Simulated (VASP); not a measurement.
# AlN (I4/mmm) in VASP: a series of runs

AlN is run at these levels: PBE; tasks: single point.

Program: VASP 6.6.1. These are calculated values, not measurements. Logs are shortened: lines on timing, memory, paths and dates and some standing lists are left out, and cuts for length are marked.

**1. The cell of the first run**

The structure is tetragonal, space group I4/mmm (No. 139). The conventional cell has a = 2.877 Å, b = 2.877 Å, c = 4.008 Å, α = 90.00°, β = 90.00°, γ = 90.00°. Within 2.7 Å of Al (site symmetry 4/mmm) lie 6 N at 2.00 to 2.03 Å. Within 2.7 Å of N (site symmetry 4/mmm) lie 6 Al at 2.00 to 2.03 Å.

**2. Single point, PBE (strain +0.000 along x and y, -0.015 along z)**

Contents of INCAR:

```
SYSTEM = AlN
ALGO     = Normal         ! electronic algorithm
EDIFF    = 1E-7           ! SCF threshold, eV
ENCUT    = 520            ! plane-wave cutoff, eV
GGA      = PE             ! functional
ISIF     = 2              ! what is computed and relaxed
ISMEAR   = 0              ! smearing method
LASPH    = .TRUE.         ! aspherical terms in the spheres
LCHARG   = .FALSE.        ! write CHGCAR
LREAL    = .FALSE.        ! projectors in reciprocal space
LWAVE    = .FALSE.        ! write WAVECAR
NBANDS   = 11             ! bands
NELM     = 100            ! most SCF steps
PREC     = Accurate       ! precision mode
SIGMA    = 0.05           ! smearing width, eV
```

Contents of KPOINTS:

```
k-points
0
G
  10 10 10
  0 0 0
```

Contents of POSCAR:

```
AlN
1.0
    0.0000000000      2.0345180000      2.0040002300
    2.0345180000      0.0000000000      2.0040002300
    2.0345180000      2.0345180000      0.0000000000
Al N
1 1
Direct
    0.5000000000      0.5000000000      0.5000000000
    0.0000000000      0.0000000000      0.0000000000
```

Potentials or basis: VASP PAW PBE potentials, release 64 (Al, N).

Launch:

```console
$ cat potpaw_PBE.64/Al/POTCAR potpaw_PBE.64/N/POTCAR > POTCAR
$ mpirun -np 1 vasp_std > vasp.out
```

OUTCAR:

```text
SYSTEM = AlN
   EDIFF = 1E-7
   ENCUT = 520
   GGA = PE
   ISIF = 2
   ISMEAR = 0
   LASPH = .TRUE.
   LREAL = .FALSE.
   NELM = 100
   PREC = Accurate

 ion  position               nearest neighbor table
   1  0.500  0.500  0.500-   2 2.00   2 2.00   2 2.03   2 2.03   2 2.03   2 2.03
   2  0.000  0.000  0.000-   1 2.00   1 2.00   1 2.03   1 2.03   1 2.03   1 2.03

  LATTYP: Found a body centered tetragonal cell.
 ALAT       =     2.8772429485
 C/A-ratio  =     1.3930003589

  Lattice vectors:

 A1 = (   0.0000000000,  -2.0345180000,  -2.0040002300)
 A2 = (   0.0000000000,   2.0345180000,  -2.0040002300)
 A3 = (   2.0345180000,   0.0000000000,   2.0040002300)

Analysis of symmetry for initial positions (statically):
=====================================================================
 Subroutine PRICEL returns:
 Original cell was already a primitive cell.

 Routine SETGRP: Setting up the symmetry group for a
 body centered tetragonal supercell.

 Subroutine GETGRP returns: Found 16 space group operations
 (whereof 16 operations were pure point group operations)
 out of a pool of 16 trial point group operations.

The static configuration has the point symmetry D_4h.

Analysis of symmetry for dynamics (positions and initial velocities):
=====================================================================
 Subroutine PRICEL returns:
 Original cell was already a primitive cell.

 Routine SETGRP: Setting up the symmetry group for a
 body centered tetragonal supercell.

 Subroutine GETGRP returns: Found 16 space group operations
 (whereof 16 operations were pure point group operations)
 out of a pool of 16 trial point group operations.

The dynamic configuration has the point symmetry D_4h.

 Subroutine INISYM returns: Found 16 space group operations
 (whereof 16 operations are pure point group operations),
 and found     1 'primitive' translations

----------------------------------------------------------------------------------------

                                     Primitive cell

  volume of cell :      16.5902

  direct lattice vectors                    reciprocal lattice vectors
     0.000000000  2.034518000  2.004000230    -0.245758455  0.245758455  0.249500969
     2.034518000  0.000000000  2.004000230     0.245758455 -0.245758455  0.249500969
     2.034518000  2.034518000  0.000000000     0.245758455  0.245758455 -0.249500969

  length of vectors
     2.855745159  2.855745159  2.877242948     0.427837785  0.427837785  0.427837785

  position of ions in fractional coordinates (direct lattice)
     0.500000000  0.500000000  0.500000000
     0.000000000  0.000000000  0.000000000

  ion indices of the primitive-cell ions
   primitive index   ion index
                 1           1
                 2           2

----------------------------------------------------------------------------------------

 KPOINTS: k-points

Automatic generation of k-mesh.
 Grid dimensions read from file:
 generate k-points for:   10   10   10

 Generating k-lattice:

  Cartesian coordinates                     Fractional coordinates (reciprocal lattice)
    -0.024575845  0.024575845  0.024950097     0.100000000 -0.000000000  0.000000000
     0.024575845 -0.024575845  0.024950097    -0.000000000  0.100000000  0.000000000
     0.024575845  0.024575845 -0.024950097     0.000000000  0.000000000  0.100000000

  Length of vectors
     0.042783778  0.042783778  0.042783778

  Shift w.r.t. Gamma in fractional coordinates (k-lattice)
     0.000000000  0.000000000  0.000000000

 Subroutine IBZKPT returns following result:
 ===========================================

 Found    102 irreducible k-points:

 Following reciprocal coordinates:
            Coordinates               Weight
  0.000000  0.000000  0.000000      1.000000
  0.100000  0.000000  0.000000      8.000000
  0.200000  0.000000  0.000000      8.000000
  0.300000  0.000000  0.000000      8.000000
  0.400000  0.000000  0.000000      8.000000
  0.500000  0.000000  0.000000      4.000000
[... 16 lines left out ...]
  0.300000  0.300000  0.000000      2.000000
  0.400000  0.300000  0.000000      8.000000
 [... further k-points ...]
   k-points           NKPTS =    102   k-points in BZ     NKDIM =    102   number of bands    NBANDS=     11
   number of dos      NEDOS =    301   number of ions     NIONS =      2
   total plane-waves  NPLWV =  13824
   dimension x,y,z NGX =    24 NGY =   24 NGZ =   24
   dimension x,y,z NGXF=    48 NGYF=   48 NGZF=   48
   ions per type =               1   1
   NGX,Y,Z   is equivalent  to a cutoff of  13.97, 13.97, 13.87 a.u.
   NGXF,Y,Z  is equivalent  to a cutoff of  27.94, 27.94, 27.73 a.u.
 SYSTEM =  AlN
   PREC   = accura    normal or accurate (medium, high low for compatibility)
   ISTART =      0    job   : 0-new  1-cont  2-samecut
   ICHARG =      2    charge: 1-file 2-atom 10-const
   ISPIN  =      1    spin polarized calculation?
   LNONCOLLINEAR =      F non collinear calculations
   LSORBIT =      F    spin-orbit coupling
   LASPH  =      T    aspherical Exc in radial PAW
   ENCUT  =  520.0 eV  38.22 Ry    6.18 a.u.   5.31  5.31  5.35*2*pi/ulx,y,z
   NELM   =    100;   NELMIN=  2; NELMDL= -5     # of ELM steps
   EDIFF  = 0.1E-06   stopping-criterion for ELM
   LREAL  =      F    real-space projection
   EDIFFG = 0.1E-05   stopping-criterion for IOM
   NSW    =      0    number of steps for IOM
   IBRION =     -1    ionic relax: 0-MD 1-quasi-New 2-CG
   NFREE  =      0    steps in history (QN), initial steepest desc. (CG)
   ISIF   =      2    stress and relaxation
   ISYM   =      2    0-nonsym 1-usesym 2-fastsym
   POTIM  = 0.5000    time-step for ionic-motion
   TEBEG  =    0.0;   TEEND  =   0.0 temperature during run
   PSTRESS=    0.0 pullay stress
   NELECT =       8.0000    total number of electrons
   NUPDOWN=      -1.0000    fix difference up-down
   EMIN   =  10.00;   EMAX   =-10.00  energy-range for DOS
   EFERMI =   0.00;   METHOD = LEGACY
   ISMEAR =     0;   SIGMA  =   0.05  broadening in eV -4-tet -1-fermi 0-gaus
   EFERMI_NEDOS =   21; number of points for ismear=-14 and -15
   IALGO  =     38    algorithm
   IMIX   =      4    mixing-type and parameters
     AMIX     =   0.40;   BMIX     =  1.00
     AMIX_MAG =   1.60;   BMIX_MAG =  1.00
  volume/ion in A,a.u.               =       8.30        55.98
  Fermi-wavevector in a.u.,A,eV,Ry     =   1.283772  2.425977 22.423359  1.648070
  Thomas-Fermi vector in A             =   2.416005
   LORBIT       =      0    0 simple, 1 ext, 2 COOP (PROOUT), +10 PAW based schemes
   GGA     = PE    functional components
   LHFCALC =     F    Hartree Fock is set to
   AEXX    =    0.0000 exact exchange contribution
   IVDW    =     0    specifies the selected vdW correction
   LEPSILON=     F    determine dielectric tensor
   LRPA    =     F    only Hartree local field effects (RPA)
 non-spin polarized calculation
 Gauss-broadening in eV      SIGMA  =   0.05
  energy-cutoff  :      520.00
  volume of cell :       16.59
 maximum number of plane-waves:       459
 NGX is ok and might be reduce to    24
   NGX = 11   NGY = 11   NGZ = 11

 number of electron       7.9999999 magnetization

 Free energy of the ion-electron system (eV)
  ---------------------------------------------------
  ext. energy  EPLUGINS =         0.00000000
  ---------------------------------------------------
  free energy    TOTEN  =       -14.54039907 eV

  energy without entropy =      -14.54039907  energy(sigma->0) =      -14.54039907

 E-fermi :  10.1955     XC(G=0): -12.2665

 val. band max:        9.9480764080   @ k =   0.0000   0.0000   0.0000
 cond. band min:      14.3900450771   @ k =   0.5000   0.5000   0.0000
 fundamental gap:      4.4419686691
 Fermi energy:        10.1955239181

 k-point     1 :       0.0000    0.0000    0.0000
  band No.  band energies     occupation
      1      -7.6055      2.00000
      2       9.8364      2.00000
      3       9.9481      2.00000
      4       9.9481      2.00000
      5      15.5296      0.00000
      6      22.0021      0.00000
      7      22.0021      0.00000
      8      22.2030      0.00000
      9      27.1999      0.00000
     10      27.4252      0.00000
     11      27.9257      0.00000

 k-point     2 :       0.1000    0.0000    0.0000
  band No.  band energies     occupation
      1      -7.4011      2.00000
      2       8.8897      2.00000
      3       9.7635      2.00000
      4       9.8185      2.00000
      5      16.1595      0.00000
      6      21.1632      0.00000
      7      22.2915      0.00000
      8      22.4387      0.00000
      9      25.8872      0.00000
     10      26.2765      0.00000
     11      28.1245      0.00000

 k-point     3 :       0.2000    0.0000    0.0000
  band No.  band energies     occupation
      1      -6.8067      2.00000
      2       6.7543      2.00000
      3       9.4854      2.00000
      4       9.5050      2.00000
      5      16.8120      0.00000
      6      20.6563      0.00000
      7      22.3913      0.00000
      8      22.6700      0.00000
      9      25.4231      0.00000
     10      25.5943      0.00000
     11      27.4593      0.00000

 k-point     4 :       0.3000    0.0000    0.0000
  band No.  band energies     occupation
      1      -5.8959      2.00000
      2       4.4334      2.00000
      3       9.1586      2.00000
      4       9.1781      2.00000
      5      16.5523      0.00000
      6      21.5863      0.00000
      7      21.6161      0.00000
      8      21.9739      0.00000
      9      26.6003      0.00000
     10      26.9924      0.00000
     11      27.0396      0.00000

 k-point     5 :       0.4000    0.0000    0.0000
  band No.  band energies     occupation
      1      -4.8846      2.00000
      2       2.4838      2.00000
      3       8.9045      2.00000
      4       8.9516      2.00000
      5      16.1611      0.00000
      6      20.9485      0.00000
      7      21.3044      0.00000
      8      22.7139      0.00000
      9      26.0948      0.00000
     10      29.2140      0.00000
     11      29.2386      0.00000
[... 211 lines left out ...]
 k-point    21 :      -0.3000    0.2000    0.0000
  band No.  band energies     occupation
      1      -4.6926      2.00000
      2       3.6315      2.00000
      3       6.2773      2.00000
      4       8.7585      2.00000
      5      18.0123      0.00000
      6      19.8412      0.00000
      7      21.3653      0.00000
      8      22.1065      0.00000
      9      26.8291      0.00000
     10      29.0084      0.00000
     11      30.9268      0.00000

 k-point    22 :      -0.2000    0.2000    0.0000
  band No.  band energies     occupation
      1      -5.6198      2.00000
      2       5.0597      2.00000
      3       6.9535      2.00000
      4       9.2165      2.00000
      5      18.5021      0.00000
      6      19.9669      0.00000
      7      20.6915      0.00000
      8      22.3066      0.00000
      9      24.8354      0.00000
     10      28.9610      0.00000
     11      30.7240      0.00000

 k-point    23 :       0.3000    0.3000    0.0000
  band No.  band energies     occupation
      1      -5.3131      2.00000
      2       5.1111      2.00000
      3       7.8496      2.00000
      4       7.8496      2.00000
      5      16.5569      0.00000
      6      16.7394      0.00000
      7      21.7575      0.00000
      8      25.3886      0.00000
      9      25.3886      0.00000
     10      30.2628      0.00000
     11      34.0161      0.00000

 k-point    24 :       0.4000    0.3000    0.0000
  band No.  band energies     occupation
      1      -4.5507      2.00000
      2       4.0822      2.00000
      3       7.1002      2.00000
      4       7.5825      2.00000
      5      15.9864      0.00000
      6      16.7465      0.00000
      7      22.1800      0.00000
      8      25.3462      0.00000
      9      26.1339      0.00000
     10      31.6125      0.00000
     11      34.7248      0.00000

 [... further k-points ...]

------------------------ aborting loop because EDIFF is reached ----------------------------------------

  FORCE on cell =-STRESS in cart. coord.  units (eV):
  Direction    XX          YY          ZZ          XY          YZ          ZX
  --------------------------------------------------------------------------------------
  -------------------------------------------------------------------------------------
  Total        0.2686545      0.2686545      0.7202238      0.0000000     -0.0000000      0.0000000
  in kB       25.9450112     25.9450112     69.5548169      0.0000000     -0.0000000      0.0000000
  external PRESSURE =      40.4816131 kB  Pullay stress =       0.0000000 kB

 VOLUME and BASIS-vectors are now :
 -----------------------------------------------------------------------------
  energy-cutoff  :      520.00
  volume of cell :       16.59
      direct lattice vectors                 reciprocal lattice vectors
     0.000000000  2.034518000  2.004000230    -0.245758455  0.245758455  0.249500969
     2.034518000  0.000000000  2.004000230     0.245758455 -0.245758455  0.249500969
     2.034518000  2.034518000  0.000000000     0.245758455  0.245758455 -0.249500969

 POSITION                                       TOTAL-FORCE (eV/Angst)
 -----------------------------------------------------------------------------------
      2.03452      2.03452      2.00400         0.000000     -0.000000     -0.000000
      0.00000      0.00000      0.00000        -0.000000      0.000000      0.000000
 -----------------------------------------------------------------------------------
    total drift:                                0.000000     -0.000000     -0.000000

  FREE ENERGIE OF THE ION-ELECTRON SYSTEM (eV)
  ---------------------------------------------------
  free  energy   TOTEN  =       -14.5403990657 eV

  energy  without entropy=      -14.5403990657  energy(sigma->0) =      -14.54039907
```

Wall time 6.8 s (1 thread of Intel Xeon 6975P-C (Granite Rapids), shared host); peak memory 0.14 GiB.

Results:

```
Free energy            : -14.5404 eV
Pressure               : 4.0 GPa
Band gap on the k mesh : 4.44 eV, indirect (least direct gap 5.58 eV)
```

Stress tensor (GPa, compression positive):
```
2.59 0.00 0.00
0.00 2.59 0.00
0.00 0.00 6.96
```

Caveat: the cell differs from its parent crystal (strain +0.000 along x and y, -0.015 along z). A k mesh can miss the band edges.

**3. Single point, PBE (strain +0.000 along x and y, +0.015 along z)**

Contents of INCAR:

```
PREC     = Accurate       # precision mode
ENCUT    = 520            # plane-wave cutoff, eV
EDIFF    = 1E-7           # SCF threshold, eV
ISMEAR   = 0              # smearing method
SIGMA    = 0.05           # smearing width, eV
LREAL    = F              # projectors in reciprocal space
LASPH    = T              # aspherical terms in the spheres
NELM     = 100            # most SCF steps
ALGO     = Normal         # electronic algorithm
ISIF     = 2              # what is computed and relaxed
LWAVE    = F              # write WAVECAR
LCHARG   = T              # write CHGCAR
GGA      = PE             # functional
LELF     = T              # ELF
LVHAR    = T            
NBANDS   = 11             # bands
```

Contents of KPOINTS:

```
regular mesh
0
Gamma
  10 10 10
```

Contents of POSCAR:

```
AlN
1.0
    0.0000000000      2.0345180000      2.0650357700
    2.0345180000      0.0000000000      2.0650357700
    2.0345180000      2.0345180000      0.0000000000
Al N
1 1
Direct
    0.5000000000      0.5000000000      0.5000000000
    0.0000000000      0.0000000000      0.0000000000
```

Potentials or basis: VASP PAW PBE potentials, release 64 (Al, N).

Launch:

```console
$ cat potpaw_PBE.64/Al/POTCAR potpaw_PBE.64/N/POTCAR > POTCAR
$ mpirun -np 1 vasp_std > vasp.out
```

Run time: 7.4 s. Hardware: 1 thread of Intel Xeon 6975P-C (Granite Rapids), shared host; peak memory 0.14 GiB.

Results (log left out):

```yaml
Free_energy: -14.5414 eV
Pressure: -3.5 GPa
Band_gap_on_the_k_mesh: 4.17 eV, indirect (least direct gap 5.12 eV)
```

Stress tensor (GPa, compression positive):
```
-2.41  0.00  0.00
 0.00 -2.41  0.00
 0.00  0.00 -5.78
```

Levels at points of the mesh, in eV from the valence-band top:
```csv
k point,band 1,band 2,band 3,band 4,band 5,band 6,band 7,band 8,band 9
"(0.00, 0.00, 0.00)",-17.32,-0.11,-0.11,0.00,5.12,11.86,12.05,12.05,17.04
"(0.50, 0.00, 0.00)",-14.19,-8.16,-1.11,-1.06,5.84,10.51,10.82,12.72,15.67
"(0.50, 0.50, 0.00)",-13.34,-7.27,-2.71,-2.71,4.31,5.38,13.44,16.76,16.76
"(0.50, 0.00, 0.50)",-13.22,-7.20,-2.91,-2.72,4.17,5.24,13.63,16.36,16.84
```

Caveat: the cell differs from its parent crystal (strain +0.000 along x and y, +0.015 along z).

**4. Single point, PBE (strain -0.015 along x and y, +0.015 along z)**

Contents of INCAR:

```
SYSTEM = AlN
PREC     = Accurate       ! precision mode
ENCUT    = 520            ! plane-wave cutoff, eV
EDIFF    = 1E-6           ! SCF threshold, eV
ISMEAR   = 0              ! smearing method
SIGMA    = 0.05           ! smearing width, eV
LREAL    = .False.        ! projectors in reciprocal space
LASPH    = .True.         ! aspherical terms in the spheres
NELM     = 100            ! most SCF steps
ALGO     = Normal         ! electronic algorithm
ISIF     = 2              ! what is computed and relaxed
LWAVE    = .False.        ! write WAVECAR
LCHARG   = .False.        ! write CHGCAR
GGA      = PE             ! functional
NBANDS   = 11             ! bands
```

Contents of KPOINTS:

```
regular mesh
0
Gamma
  10 10 10
  0 0 0
```

Contents of POSCAR:

```
AlN
1.0
    0.0000000000      2.0040002300      2.0650357700
    2.0040002300      0.0000000000      2.0650357700
    2.0040002300      2.0040002300      0.0000000000
Al N
1 1
Direct
    0.5000000000      0.5000000000      0.5000000000
    0.0000000000      0.0000000000      0.0000000000
```

Launch:

```console
$ cat potpaw_PBE.64/Al/POTCAR potpaw_PBE.64/N/POTCAR > POTCAR
$ mpirun -np 1 vasp_std > vasp.out
```

Wall time 7.3 s (1 thread of Intel Xeon 6975P-C (Granite Rapids), shared host); peak memory 0.14 GiB.

Results (log left out):

- Free energy: -14.5341 eV
- Pressure: 4.4 GPa
- Band gap on the k mesh: 4.35 eV, indirect (least direct gap 5.47 eV)

Stress tensor (GPa, compression positive):
```
 7.12  0.00  0.00
 0.00  7.12  0.00
 0.00  0.00 -0.97
```

Levels at points of the mesh, in eV from the valence-band top:
```csv
k point,band 1,band 2,band 3,band 4,band 5,band 6,band 7,band 8
"(0.00, 0.00, 0.00)",-17.66,-0.21,-0.21,0.00,5.47,11.76,12.17,12.17
"(0.50, 0.00, 0.00)",-14.41,-8.41,-1.27,-1.15,5.95,10.55,11.18,13.09
"(0.50, 0.50, 0.00)",-13.61,-7.58,-2.78,-2.78,4.64,5.37,13.61,17.28
"(0.50, 0.00, 0.50)",-13.35,-7.45,-3.19,-2.80,4.35,5.09,13.99,16.46
```

Caveat: the cell differs from its parent crystal (strain -0.015 along x and y, +0.015 along z).

**5. Summary**

```tsv
cell	gap on the mesh (eV)	pressure (GPa)
a = 2.856, b = 2.856, c = 2.877 Å, angles 59.8, 59.8, 60.5°, 2 atoms	4.44	4.0
a = 2.899, b = 2.899, c = 2.877 Å, angles 60.2, 60.2, 59.5°, 2 atoms	4.17	-3.5
a = 2.878, b = 2.878, c = 2.834 Å, angles 60.5, 60.5, 59.0°, 2 atoms	4.35	4.4
```

Alike in all rows: task single point; level PBE; potentials or basis VASP PAW PBE potentials, release 64 (Al, N); no spin polarisation; k mesh 10 × 10 × 10; cutoff (eV) 520; smearing gaussian 0.05 eV.

Absolute energies hang on the potentials; compare differences alone.
